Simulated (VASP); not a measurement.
Input of a VASP 6.6.1 run:

POSCAR

```
KBr
1.0
    0.0000000000      3.3000000000      3.3000000000
    3.3000000000      0.0000000000      3.3000000000
    3.3000000000      3.3000000000      0.0000000000
Br K
1 1
Direct
    0.5000000000      0.5000000000      0.5000000000
    0.0000000000      0.0000000000      0.0000000000
```

File INCAR.step1:

```
PREC = Accurate ; ENCUT = 520
EDIFF = 1E-5 ; ISMEAR = 0
SIGMA = 0.1 ; LREAL = F
LASPH = T ; NELM = 100
ALGO = Normal ; ISIF = 2
LWAVE = T ; LCHARG = F
NBANDS = 15 ; GGA = PE
```

Contents of INCAR.step2:

```
PREC = Accurate ; ENCUT = 520
EDIFF = 1E-6 ; ISMEAR = 0
SIGMA = 0.1 ; LREAL = F
LASPH = T ; NELM = 100
ALGO = Normal ; ISIF = 2
LWAVE = F ; LCHARG = F
GGA = PE ; LHFCALC = T
AEXX = 0.25 ; HFSCREEN = 0.3
PRECFOCK = Normal ; NBANDS = 15
ISTART = 1
```

Contents of KPOINTS:

```
Automatic mesh
0
Gamma
  4 4 4
```

Potentials or basis: VASP PAW PBE potentials, release 64 (Br, K_sv).

The run is started by

```console
$ cat potpaw_PBE.64/Br/POTCAR potpaw_PBE.64/K_sv/POTCAR > POTCAR
$ cp INCAR.step1 INCAR
$ mpirun -np 1 vasp_std > vasp.out
$ cp INCAR.step2 INCAR
$ mpirun -np 1 vasp_std > vasp.out
```

(1) Estimate the pressure.

(2) Predict the band gap on the k mesh.

Results:

(1) 0.5 GPa.

(2) 5.37 eV.

Caveat: the PAW data sets were made with another functional, which shifts forces and pressure a little.
